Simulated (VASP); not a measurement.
# MgSi2Rh2 (Immm) in VASP: single point with r2SCAN

Aim: the single point of MgSi2Rh2 with r2SCAN.

Program: VASP 6.6.1. These are calculated values, not measurements. Logs are shortened: lines on timing, memory, paths and dates and some standing lists are left out, and cuts for length are marked.

## (1) The cell of the first run

Symmetry: Immm, No. 71, orthorhombic system. The conventional cell has a = 3.601 Å, b = 5.110 Å, c = 7.702 Å, α = 90.00°, β = 90.00°, γ = 90.00°. Si (site symmetry m2m) has 1 Si at 2.15 Å and 2 Mg at 2.33 Å and 6 Rh at 2.65 to 2.67 Å within 2.8 Å. Within 3.7 Å of Rh (site symmetry mm2) lie 6 Si at 2.65 to 2.67 Å and 4 Mg at 2.86 to 3.03 Å and 7 Rh at 3.18 to 3.60 Å. Mg (site symmetry mmm) has 4 Si at 2.33 Å and 8 Rh at 2.86 to 3.03 Å within 3.1 Å.

## (2) Single point, r2SCAN

POSCAR

```
MgSi2Rh2
1.0
    0.0000000000      0.0000000000      3.6005170000
    3.8507750000     -2.5550340000      1.8002590000
    3.8507750000      2.5550340000     -1.8002590000
Si Rh Mg
2 2 1
Direct
    0.7898000000      0.7102000000      0.2898000000
    0.2102000000      0.2898000000      0.7102000000
    0.5000000000      0.7114500000      0.7114500000
    0.5000000000      0.2885500000      0.2885500000
    0.0000000000      0.0000000000      0.0000000000
```

INCAR.step1

```
PREC = Accurate
ENCUT = 520
ISMEAR = -1
SIGMA = 0.1
LREAL = False
LASPH = True
NELM = 80
NBANDS = 28
GGA = PE
ALGO = Normal
EDIFF = 1E-4
LWAVE = True
LCHARG = False
```

INCAR.step2

```
PREC = Accurate
ENCUT = 520
EDIFF = 1E-6
ISMEAR = -1
SIGMA = 0.1
LREAL = False
LASPH = True
NELM = 80
ALGO = Normal
ISIF = 2
LWAVE = False
LCHARG = True
METAGGA = R2SCAN
LMIXTAU = True
LELF = True
LVHAR = True
NBANDS = 28
ISTART = 1
```

KPOINTS

```
regular mesh
0
Gamma
  8 8 8
```

Potentials or basis: VASP PAW PBE potentials, release 64 (Si, Rh_pv, Mg).

Launch:

```sh
$ cat potpaw_PBE.64/Si/POTCAR potpaw_PBE.64/Rh_pv/POTCAR potpaw_PBE.64/Mg/POTCAR > POTCAR
$ cp INCAR.step1 INCAR
$ mpirun -np 1 vasp_std > vasp.out
$ cp INCAR.step2 INCAR
$ mpirun -np 1 vasp_std > vasp.out
```

OUTCAR:

```text
PREC = Accurate
   ENCUT = 520
   EDIFF = 1E-6
   ISMEAR = -1
   LREAL = False
   LASPH = True
   NELM = 80
   ISIF = 2
   METAGGA = R2SCAN
   ISTART = 1

 ion  position               nearest neighbor table
   1  0.790  0.710  0.290-   2 2.15   5 2.33   5 2.33   4 2.65   3 2.65   3 2.65   4 2.65   3 2.67
                             4 2.67   2 2.96
   2  0.210  0.290  0.710-   1 2.15   5 2.33   5 2.33   3 2.65   4 2.65   4 2.65   3 2.65   4 2.67
                             3 2.67   1 2.96
   3  0.500  0.711  0.711-   2 2.65   1 2.65   2 2.65   1 2.65   1 2.67   2 2.67   5 2.86   5 2.86
                             5 3.03   5 3.03   4 3.18   4 3.18   4 3.18   4 3.18   4 3.26
   4  0.500  0.289  0.289-   2 2.65   1 2.65   2 2.65   1 2.65   1 2.67   2 2.67   5 2.86   5 2.86
                             5 3.03   5 3.03   3 3.18   3 3.18   3 3.18   3 3.18   3 3.26
   5  0.000  0.000  0.000-   1 2.33   2 2.33   2 2.33   1 2.33   4 2.86   3 2.86   3 2.86   4 2.86
                             3 3.03   4 3.03   3 3.03   4 3.03

  LATTYP: Found a body centered orthorhombic cell.
 ALAT       =     3.6005170000
 B/A-ratio  =     1.4192595119
 C/A-ratio  =     2.1390122585

  Lattice vectors:

 A1 = (  -3.8507750000,   2.5550340000,  -1.8002590000)
 A2 = (  -3.8507750000,  -2.5550340000,   1.8002590000)
 A3 = (   3.8507750000,   2.5550340000,   1.8002580000)

Analysis of symmetry for initial positions (statically):
=====================================================================
 Subroutine PRICEL returns:
 Original cell was already a primitive cell.

 Routine SETGRP: Setting up the symmetry group for a
 body centered orthorhombic supercell.

 Subroutine GETGRP returns: Found  8 space group operations
 (whereof  8 operations were pure point group operations)
 out of a pool of  8 trial point group operations.

The static configuration has the point symmetry D_2h.

Analysis of symmetry for dynamics (positions and initial velocities):
=====================================================================
 Subroutine PRICEL returns:
 Original cell was already a primitive cell.

 Routine SETGRP: Setting up the symmetry group for a
 body centered orthorhombic supercell.

 Subroutine GETGRP returns: Found  8 space group operations
 (whereof  8 operations were pure point group operations)
 out of a pool of  8 trial point group operations.

The dynamic configuration has the point symmetry D_2h.

 Subroutine INISYM returns: Found  8 space group operations
 (whereof  8 operations are pure point group operations),
 and found     1 'primitive' translations

----------------------------------------------------------------------------------------

                                     Primitive cell

  volume of cell :      70.8500

  direct lattice vectors                    reciprocal lattice vectors
     0.000000000  0.000000000  3.600517000     0.000000000  0.195692166  0.277737892
     3.850775000 -2.555034000  1.800259000     0.129843992 -0.195692112  0.000000000
     3.850775000  2.555034000 -1.800259000     0.129843992  0.195692112  0.000000000

  length of vectors
     3.600517000  4.959596688  4.959596688     0.339755442  0.234850729  0.234850729

  position of ions in fractional coordinates (direct lattice)
     0.789800000  0.710200000  0.289800000
     0.210200000  0.289800000  0.710200000
     0.500000000  0.711450000  0.711450000
     0.500000000  0.288550000  0.288550000
     0.000000000  0.000000000  0.000000000

  ion indices of the primitive-cell ions
   primitive index   ion index
                 1           1
                 2           2
                 3           3
                 4           4
                 5           5

----------------------------------------------------------------------------------------

 KPOINTS: regular mesh

Automatic generation of k-mesh.
 Grid dimensions read from file:
 generate k-points for:    8    8    8

 Generating k-lattice:

  Cartesian coordinates                     Fractional coordinates (reciprocal lattice)
     0.000000000  0.024461521  0.034717236     0.125000000  0.000000000  0.000000000
     0.016230499 -0.024461514  0.000000000     0.000000000  0.125000000 -0.000000000
     0.016230499  0.024461514  0.000000000     0.000000000 -0.000000000  0.125000000

  Length of vectors
     0.042469430  0.029356341  0.029356341

  Shift w.r.t. Gamma in fractional coordinates (k-lattice)
     0.000000000  0.000000000  0.000000000

 Subroutine IBZKPT returns following result:
 ===========================================

 Found     95 irreducible k-points:

 Following reciprocal coordinates:
            Coordinates               Weight
  0.000000  0.000000  0.000000      1.000000
  0.125000 -0.000000  0.000000      4.000000
  0.250000 -0.000000  0.000000      4.000000
  0.375000 -0.000000  0.000000      4.000000
  0.500000 -0.000000  0.000000      2.000000
  0.000000  0.125000 -0.000000      4.000000
[... 16 lines left out ...]
  0.125000  0.375000 -0.000000      8.000000
  0.250000  0.375000 -0.000000      8.000000
 [... further k-points ...]
   k-points           NKPTS =     95   k-points in BZ     NKDIM =     95   number of bands    NBANDS=     28
   number of dos      NEDOS =    301   number of ions     NIONS =      5
   total plane-waves  NPLWV =  44800
   dimension x,y,z NGX =    28 NGY =   40 NGZ =   40
   dimension x,y,z NGXF=    56 NGYF=   80 NGZF=   80
   ions per type =               2   2   1
   NGX,Y,Z   is equivalent  to a cutoff of  12.93, 13.41, 13.41 a.u.
   NGXF,Y,Z  is equivalent  to a cutoff of  25.86, 26.82, 26.82 a.u.
 SYSTEM =  unknown system
   PREC   = accura    normal or accurate (medium, high low for compatibility)
   ISTART =      1    job   : 0-new  1-cont  2-samecut
   ICHARG =      0    charge: 1-file 2-atom 10-const
   ISPIN  =      1    spin polarized calculation?
   LNONCOLLINEAR =      F non collinear calculations
   LSORBIT =      F    spin-orbit coupling
   LASPH  =      T    aspherical Exc in radial PAW
   ENCUT  =  520.0 eV  38.22 Ry    6.18 a.u.   6.69  9.22  9.22*2*pi/ulx,y,z
   NELM   =     80;   NELMIN=  2; NELMDL=  0     # of ELM steps
   EDIFF  = 0.1E-05   stopping-criterion for ELM
   LREAL  =      F    real-space projection
   EDIFFG = 0.1E-04   stopping-criterion for IOM
   NSW    =      0    number of steps for IOM
   IBRION =     -1    ionic relax: 0-MD 1-quasi-New 2-CG
   NFREE  =      0    steps in history (QN), initial steepest desc. (CG)
   ISIF   =      2    stress and relaxation
   ISYM   =      2    0-nonsym 1-usesym 2-fastsym
   POTIM  = 0.5000    time-step for ionic-motion
   TEBEG  =    0.0;   TEEND  =   0.0 temperature during run
   PSTRESS=    0.0 pullay stress
   NELECT =      40.0000    total number of electrons
   NUPDOWN=      -1.0000    fix difference up-down
   EMIN   =  10.00;   EMAX   =-10.00  energy-range for DOS
   EFERMI =   0.00;   METHOD = LEGACY
   ISMEAR =    -1;   SIGMA  =   0.10  broadening in eV -4-tet -1-fermi 0-gaus
   EFERMI_NEDOS =   21; number of points for ismear=-14 and -15
   IALGO  =     38    algorithm
   IMIX   =      4    mixing-type and parameters
     AMIX     =   0.40;   BMIX     =  1.00
     AMIX_MAG =   1.60;   BMIX_MAG =  1.00
  volume/ion in A,a.u.               =      14.17        95.62
  Fermi-wavevector in a.u.,A,eV,Ry     =   1.353053  2.556900 24.908913  1.830753
  Thomas-Fermi vector in A             =   2.480341
   LORBIT       =      0    0 simple, 1 ext, 2 COOP (PROOUT), +10 PAW based schemes
   METAGGA = R2SCAN    functional components
   LHFCALC =     F    Hartree Fock is set to
   AEXX    =    0.0000 exact exchange contribution
   IVDW    =     0    specifies the selected vdW correction
   LEPSILON=     F    determine dielectric tensor
   LRPA    =     F    only Hartree local field effects (RPA)
 non-spin polarized calculation
  energy-cutoff  :      520.00
  volume of cell :       70.85
 maximum number of plane-waves:      1938
   NGX = 13   NGY = 19   NGZ = 19

 number of electron      40.0000001 magnetization

 Free energy of the ion-electron system (eV)
  ---------------------------------------------------
  ext. energy  EPLUGINS =         0.00000000
  ---------------------------------------------------
  free energy    TOTEN  =       -69.73718697 eV

  energy without entropy =      -69.64699756  energy(sigma->0) =      -69.69209226

 E-fermi :   9.7499     XC(G=0): -12.8236

 val. band max:        9.7474343143   @ k =  -0.3750  -0.1250   0.1250
 cond. band min:       9.7710913435   @ k =   0.3750  -0.1250   0.1250
 fundamental gap:      0.0236570292
 Fermi energy:         9.7499132562

 k-point     1 :       0.0000    0.0000    0.0000
  band No.  band energies     occupation
      1     -38.2615      2.00000
      2     -38.2410      2.00000
      3     -38.0533      2.00000
      4     -38.0270      2.00000
      5     -37.9934      2.00000
      6     -37.9694      2.00000
[... 20 lines left out ...]
     27      14.7238      0.00000
     28      14.9214      0.00000

 k-point     2 :       0.1250   -0.0000    0.0000
  band No.  band energies     occupation
      1     -38.2621      2.00000
      2     -38.2403      2.00000
      3     -38.0479      2.00000
      4     -38.0254      2.00000
      5     -37.9997      2.00000
      6     -37.9745      2.00000
[... 20 lines left out ...]
     27      14.7496      0.00000
     28      15.1129      0.00000

 k-point     3 :       0.2500   -0.0000    0.0000
  band No.  band energies     occupation
      1     -38.2633      2.00000
      2     -38.2383      2.00000
      3     -38.0461      2.00000
      4     -38.0212      2.00000
      5     -38.0107      2.00000
      6     -37.9804      2.00000
[... 616 lines left out ...]
      3     -38.0436      2.00000
      4     -38.0195      2.00000
      5     -38.0052      2.00000
      6     -37.9792      2.00000
[... 20 lines left out ...]
     27      16.1072      0.00000
     28      16.3615      0.00000

 k-point    24 :       0.2500    0.3750   -0.0000
  band No.  band energies     occupation
      1     -38.2642      2.00000
      2     -38.2375      2.00000
      3     -38.0447      2.00000
      4     -38.0239      2.00000
      5     -38.0103      2.00000
      6     -37.9797      2.00000
[... 20 lines left out ...]
     27      15.7215      0.00000
     28      16.8826      0.00000

 [... further k-points ...]

------------------------ aborting loop because EDIFF is reached ----------------------------------------

  FORCE on cell =-STRESS in cart. coord.  units (eV):
  Direction    XX          YY          ZZ          XY          YZ          ZX
  --------------------------------------------------------------------------------------
  -------------------------------------------------------------------------------------
  Total      -13.3166118      9.8013009     10.6462177      0.0000000     -0.0000019      0.0000000
  in kB     -301.1373554    221.6433039    240.7499661      0.0000000     -0.0000434      0.0000000
  external PRESSURE =      53.7519715 kB  Pullay stress =       0.0000000 kB

 VOLUME and BASIS-vectors are now :
 -----------------------------------------------------------------------------
  energy-cutoff  :      520.00
  volume of cell :       70.85
      direct lattice vectors                 reciprocal lattice vectors
     0.000000000  0.000000000  3.600517000     0.000000000  0.195692166  0.277737892
     3.850775000 -2.555034000  1.800259000     0.129843992 -0.195692112  0.000000000
     3.850775000  2.555034000 -1.800259000     0.129843992  0.195692112  0.000000000

 POSITION                                       TOTAL-FORCE (eV/Angst)
 -----------------------------------------------------------------------------------
      3.85078     -1.07414      3.60052         0.000000      0.048235     -0.000000
      3.85078      1.07414     -0.00000         0.000000     -0.048235      0.000000
      5.47927      0.00000      1.80026        -0.733589      0.000000     -0.000000
      2.22228      0.00000      1.80026         0.733589      0.000000     -0.000000
      0.00000      0.00000      0.00000         0.000000      0.000000      0.000000
 -----------------------------------------------------------------------------------
    total drift:                                0.000000     -0.000000      0.000000

  FREE ENERGIE OF THE ION-ELECTRON SYSTEM (eV)
  ---------------------------------------------------
  free  energy   TOTEN  =       -69.7371869656 eV

  energy  without entropy=      -69.6469975607  energy(sigma->0) =      -69.69209226
```

Wall time 4.8 min (1 thread of Intel Xeon 6975P-C (Granite Rapids), shared host); peak memory 0.33 GiB.

What came out:

```yaml
Free_energy: -69.7372 eV
Pressure: 5.4 GPa
Largest_force: 0.734 eV/Å
Band_gap_on_the_k_mesh: zero (bands 20 and 21 overlap by 1.33 eV)
```

Forces in eV/Å, atoms in the order of the input:
```
Si   0.000  0.048  0.000
Si   0.000 -0.048  0.000
Rh  -0.734  0.000  0.000
Rh   0.734  0.000  0.000
Mg   0.000  0.000  0.000
```

Stress tensor (GPa, compression positive):
```
-30.11   0.00   0.00
  0.00  22.16   0.00
  0.00   0.00  24.07
```

Caveat: the stress differs along the axes, from -30 to 24 GPa; the PAW data sets were made with another functional, which shifts forces and pressure a little.

The gap in the log of VASP goes by the Fermi energy; the results here count the filled bands.